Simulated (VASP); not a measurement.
Input of a VASP 6.6.1 run:

File INCAR:

```
SYSTEM = Sb
  PREC = Accurate
  ENCUT = 520
  EDIFF = 1E-6
  ISMEAR = -1
  SIGMA = 0.1
  LREAL = .False.
  LASPH = .True.
  NELM = 80
  ALGO = Normal
  ISIF = 2
  LWAVE = .False.
  LCHARG = .True.
  GGA = CA
  LELF = .True.
  LVHAR = .True.
  NBANDS = 12
```

File KPOINTS:

```
regular mesh
0
Gamma
  7 7 7
  0 0 0
```

POSCAR

```
Sb
1.0
    2.1456002536      1.2387628840      3.6587425366
   -2.1456002536      1.2387628840      3.6587425366
    0.0000000000     -2.4775257680      3.6587425366
Sb
2
Direct
    0.2359371474      0.2359371474      0.2359371474
    0.7640628526      0.7640628526      0.7640628526
```

Potentials or basis: VASP PAW LDA potentials, release 64 (Sb).

Launch:

```console
$ cat potpaw_LDA.64/Sb/POTCAR > POTCAR
$ mpirun -np 1 vasp_std > vasp.out
```

Question: What does it give for the largest force?

Answer: 0.032 eV/Å.

Question: Estimate the band gap on the k mesh.

Answer: 0.30 eV, indirect (least direct gap 0.56 eV).

Forces in eV/Å, atoms in the order of the input:
```
Sb   0.000  0.000  0.032
Sb   0.000  0.000 -0.032
```

Caveat: spin-orbit coupling is left out, which moves the levels of the heavy elements. A k mesh can miss the band edges.
